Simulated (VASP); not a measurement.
# Al (Im-3m) in VASP: density of states with PBE

Aim: the density of states of Al with PBE.

All numbers are computed with VASP 6.6.1; they aren't measurements. Logs are shortened: lines on timing, memory, paths and dates and some standing lists are left out, and cuts for length are marked.

## (1) The cell of the first run

It takes space group Im-3m (No. 229, cubic). The conventional cell has a = 3.236 Å, b = 3.236 Å, c = 3.236 Å, α = 90.00°, β = 90.00°, γ = 90.00°. Al (site symmetry m-3m) has 14 Al at 2.80 to 3.24 Å within 3.7 Å.

## (2) Density of states, PBE

Contents of POSCAR:

```
Al
1.0
   -1.6178603041      1.6178603041      1.6178603041
    1.6178603041     -1.6178603041      1.6178603041
    1.6178603041      1.6178603041     -1.6178603041
Al
1
Direct
    0.0000000000      0.0000000000      0.0000000000
```

Contents of INCAR.step1:

```
ALGO = Normal ; EDIFF = 1E-6
ENCUT = 520 ; GGA = PE
ISIF = 2 ; ISMEAR = -1
LASPH = True ; LCHARG = True
LREAL = False ; LWAVE = False
NBANDS = 8 ; NELM = 80
PREC = Accurate ; SIGMA = 0.1
```

Contents of KPOINTS.step1:

```
k-points
0
Gamma
  18 18 18
```

Contents of INCAR.step2:

```
ALGO = Normal ; EDIFF = 1E-6
ENCUT = 520 ; GGA = PE
ICHARG = 11 ; ISIF = 2
ISMEAR = -5 ; LASPH = True
LCHARG = False ; LORBIT = 11
LREAL = False ; LWAVE = False
NEDOS = 1001 ; NELM = 80
PREC = Accurate ; SIGMA = 0.1
```

Contents of KPOINTS.step2:

```
k-points
0
Gamma
  27 27 27
```

Potentials or basis: VASP PAW PBE potentials, release 64 (Al).

Run with:

```bash
$ cat potpaw_PBE.64/Al/POTCAR > POTCAR
$ cp INCAR.step1 INCAR
$ cp KPOINTS.step1 KPOINTS
$ mpirun -np 1 vasp_std > vasp.out
$ cp INCAR.step2 INCAR
$ cp KPOINTS.step2 KPOINTS
$ mpirun -np 1 vasp_std > vasp.out
```

OUTCAR:

```text
EDIFF = 1E-6
   ENCUT = 520
   GGA = PE
   ICHARG = 11
   ISIF = 2
   ISMEAR = -5
   LASPH = True
   LORBIT = 11
   LREAL = False
   NELM = 80
   PREC = Accurate

 ion  position               nearest neighbor table
   1  0.000  0.000  0.000-

  LATTYP: Found a body centered cubic cell.
 ALAT       =     3.2357206082

  Lattice vectors:

 A1 = (  -1.6178603041,   1.6178603041,   1.6178603041)
 A2 = (   1.6178603041,  -1.6178603041,   1.6178603041)
 A3 = (   1.6178603041,   1.6178603041,  -1.6178603041)

Analysis of symmetry for initial positions (statically):
=====================================================================
 Subroutine PRICEL returns:
 Original cell was already a primitive cell.

 Routine SETGRP: Setting up the symmetry group for a
 body centered cubic supercell.

 Subroutine GETGRP returns: Found 48 space group operations
 (whereof 48 operations were pure point group operations)
 out of a pool of 48 trial point group operations.

The static configuration has the point symmetry O_h .

Analysis of symmetry for dynamics (positions and initial velocities):
=====================================================================
 Subroutine PRICEL returns:
 Original cell was already a primitive cell.

 Routine SETGRP: Setting up the symmetry group for a
 body centered cubic supercell.

 Subroutine GETGRP returns: Found 48 space group operations
 (whereof 48 operations were pure point group operations)
 out of a pool of 48 trial point group operations.

The dynamic configuration has the point symmetry O_h .

 Subroutine INISYM returns: Found 48 space group operations
 (whereof 48 operations are pure point group operations),
 and found     1 'primitive' translations

----------------------------------------------------------------------------------------

                                     Primitive cell

  volume of cell :      16.9388

  direct lattice vectors                    reciprocal lattice vectors
    -1.617860304  1.617860304  1.617860304     0.000000000  0.309050169  0.309050169
     1.617860304 -1.617860304  1.617860304     0.309050169  0.000000000  0.309050169
     1.617860304  1.617860304 -1.617860304     0.309050169  0.309050169  0.000000000

  length of vectors
     2.802216246  2.802216246  2.802216246     0.437062940  0.437062940  0.437062940

  position of ions in fractional coordinates (direct lattice)
     0.000000000  0.000000000  0.000000000

  ion indices of the primitive-cell ions
   primitive index   ion index
                 1           1
[... 72 lines left out ...]
   ENCUT  =  520.0 eV  38.22 Ry    6.18 a.u.   5.21  5.21  5.21*2*pi/ulx,y,z
   NELM   =     80;   NELMIN=  2; NELMDL=  0     # of ELM steps
   EDIFF  = 0.1E-05   stopping-criterion for ELM
   LREAL  =      F    real-space projection
   EDIFFG = 0.1E-04   stopping-criterion for IOM
   NSW    =      0    number of steps for IOM
   IBRION =     -1    ionic relax: 0-MD 1-quasi-New 2-CG
   NFREE  =      0    steps in history (QN), initial steepest desc. (CG)
   ISIF   =      2    stress and relaxation
   ISYM   =      2    0-nonsym 1-usesym 2-fastsym
   POTIM  = 0.5000    time-step for ionic-motion
   TEBEG  =    0.0;   TEEND  =   0.0 temperature during run
   PSTRESS=    0.0 pullay stress
   NELECT =       3.0000    total number of electrons
   NUPDOWN=      -1.0000    fix difference up-down
   EMIN   =  10.00;   EMAX   =-10.00  energy-range for DOS
   EFERMI =   0.00;   METHOD = LEGACY
   ISMEAR =    -5;   SIGMA  =   0.10  broadening in eV -4-tet -1-fermi 0-gaus
   EFERMI_NEDOS =   21; number of points for ismear=-14 and -15
   IALGO  =     38    algorithm
   IMIX   =      4    mixing-type and parameters
     AMIX     =   0.40;   BMIX     =  1.00
     AMIX_MAG =   1.60;   BMIX_MAG =  1.00
  volume/ion in A,a.u.               =      16.94       114.31
  Fermi-wavevector in a.u.,A,eV,Ry     =   0.919364  1.737346 11.500058  0.845230
  Thomas-Fermi vector in A             =   2.044550
   LORBIT       =     11    0 simple, 1 ext, 2 COOP (PROOUT), +10 PAW based schemes
   GGA     = PE    functional components
   LHFCALC =     F    Hartree Fock is set to
   AEXX    =    0.0000 exact exchange contribution
   IVDW    =     0    specifies the selected vdW correction
   LEPSILON=     F    determine dielectric tensor
   LRPA    =     F    only Hartree local field effects (RPA)
 non-spin polarized calculation
 Fermi weights with tetrahedron method with Bloechl corrections
  energy-cutoff  :      520.00
  volume of cell :       16.94
 maximum number of plane-waves:       470
 NGX is ok and might be reduce to    24

 number of electron       3.0000000 magnetization

 Free energy of the ion-electron system (eV)
  ---------------------------------------------------
  ext. energy  EPLUGINS =         0.00000000
  ---------------------------------------------------
  free energy    TOTEN  =        -3.65036475 eV

  energy without entropy =       -3.65036475  energy(sigma->0) =       -3.65036475

 E-fermi :   7.7404     XC(G=0): -10.1064

 val. band max:        7.7981168664   @ k =   0.2222   0.2222   0.1852
 cond. band min:       7.5717760025   @ k =  -0.3333  -0.4444   0.1111
 fundamental gap:     -0.2263408639
 Fermi energy:         7.7403824144

 k-point     1 :       0.0000    0.0000    0.0000
  band No.  band energies     occupation
      1      -3.2204      2.00000
      2      20.8402      0.00000
      3      20.8402      0.00000
      4      20.8405      0.00000
      5      22.0513      0.00000
[... 177 lines left out ...]
 k-point    24 :       0.3704    0.0370    0.0000
  band No.  band energies     occupation
      1       1.0266      2.00000
      2       7.0514      2.03447
      3      15.3307      0.00000
      4      16.2488      0.00000
      5      18.1655      0.00000

 [... further k-points ...]
[... 5 lines left out ...]
  --------------------------------------------------------------------------------------
  -------------------------------------------------------------------------------------
  Total       -0.0299651     -0.0299651     -0.0299651      0.0000000      0.0000000     -0.0000000
  in kB       -2.8342861     -2.8342861     -2.8342861      0.0000000      0.0000000     -0.0000000
  external PRESSURE =      -2.8342861 kB  Pullay stress =       0.0000000 kB

 VOLUME and BASIS-vectors are now :
 -----------------------------------------------------------------------------
  energy-cutoff  :      520.00
  volume of cell :       16.94
      direct lattice vectors                 reciprocal lattice vectors
    -1.617860304  1.617860304  1.617860304     0.000000000  0.309050169  0.309050169
     1.617860304 -1.617860304  1.617860304     0.309050169  0.000000000  0.309050169
     1.617860304  1.617860304 -1.617860304     0.309050169  0.309050169  0.000000000

 POSITION                                       TOTAL-FORCE (eV/Angst)
 -----------------------------------------------------------------------------------
      0.00000      0.00000      0.00000         0.000000      0.000000     -0.000000
 -----------------------------------------------------------------------------------
    total drift:                                0.000000     -0.000000      0.000000

  FREE ENERGIE OF THE ION-ELECTRON SYSTEM (eV)
  ---------------------------------------------------
  free  energy   TOTEN  =        -3.6503647541 eV

  energy  without entropy=       -3.6503647541  energy(sigma->0) =       -3.65036475

 total charge

# of ion       s       p       d       tot
------------------------------------------
    1        0.447   0.318   0.000   0.765
```

OUTCAR.step1:

```text
EDIFF = 1E-6
   ENCUT = 520
   GGA = PE
   ISIF = 2
   ISMEAR = -1
   LASPH = True
[... 479 lines left out ...]

 POSITION                                       TOTAL-FORCE (eV/Angst)
 -----------------------------------------------------------------------------------
      0.00000      0.00000      0.00000         0.000000     -0.000000      0.000000
 -----------------------------------------------------------------------------------
    total drift:                                0.000000      0.000000      0.000000

  FREE ENERGIE OF THE ION-ELECTRON SYSTEM (eV)
  ---------------------------------------------------
  free  energy   TOTEN  =        -3.6580897452 eV

  energy  without entropy=       -3.6449625568  energy(sigma->0) =       -3.65152615
```

OSZICAR.step1:

```text
N       E                     dE             d eps       ncg     rms          rms(c)
DAV:   1    -0.240910285009E+01   -0.24091E+01   -0.86268E+02  3128   0.206E+02
DAV:   2    -0.367505862922E+01   -0.12660E+01   -0.12216E+01  4400   0.177E+01
DAV:   3    -0.368176909737E+01   -0.67105E-02   -0.67089E-02  3800   0.144E+00
DAV:   4    -0.368178831348E+01   -0.19216E-04   -0.19216E-04  4656   0.695E-02
DAV:   5    -0.368178837342E+01   -0.59933E-07   -0.59847E-07  3792   0.271E-03    0.120E+00
DAV:   6    -0.366781578312E+01    0.13973E-01   -0.20595E-03  3480   0.205E-01    0.694E-01
DAV:   7    -0.365809835517E+01    0.97174E-02   -0.60892E-03  3448   0.332E-01    0.136E-01
DAV:   8    -0.365809126313E+01    0.70920E-05   -0.20835E-05  4160   0.314E-02    0.547E-03
DAV:   9    -0.365809024485E+01    0.10183E-05   -0.84938E-07  3928   0.387E-03    0.860E-04
DAV:  10    -0.365808974515E+01    0.49970E-06   -0.65182E-09  2176   0.505E-04
   1 F= -.36580897E+01 E0= -.36515262E+01  d E =-.131272E-01
```

It took 24 s on 1 thread of Intel Xeon Platinum 8488C (Sapphire Rapids), shared host; peak memory 0.18 GiB.

What came out:

- Valence electrons inside the program's atomic spheres: Al 0.77

Caveat: tetrahedron occupations give inexact forces and stress in metals.
